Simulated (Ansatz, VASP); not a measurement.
GaP in VASP and in Ansatz

```
CELL_PARAMETERS angstrom
0.00000 2.42804 3.43325
2.42804 0.00000 3.43325
2.42804 2.42804 0.00000
ATOMIC_POSITIONS crystal
Ga 0.00000 0.00000 0.00000
P 0.75000 0.75000 0.75000
```

Alike in both runs: task single point; functional PBEsol; k mesh 10 × 10 × 10; occupations gaussian, width 0.05 eV; no spin polarisation.

|  | VASP | Ansatz |
| --- | --- | --- |
| version | VASP 6.6.1 | Ansatz 0.2.0 |
| potentials or method | VASP PAW PBE potentials, release 64 (Ga_d, P), cutoff 520 eV | scalar-relativistic, plane waves, PAW |
| valence electrons in the cell | 18 | 18 |

```tsv
	VASP	Ansatz	Ansatz less VASP
gap on the k mesh at the Fermi level (eV)	none	none	-
pressure (GPa)	-1.7	-1.6	+0.04
traceless stress, the component that is largest in VASP (GPa)	-18.36	-18.32	+0.038
```

VASP's potentials were made for PBE, not for PBEsol. A gap of «none» marks a metal or a gap that the smearing closes. The functional is the same, so the differences come from potentials, cutoffs and numerics.
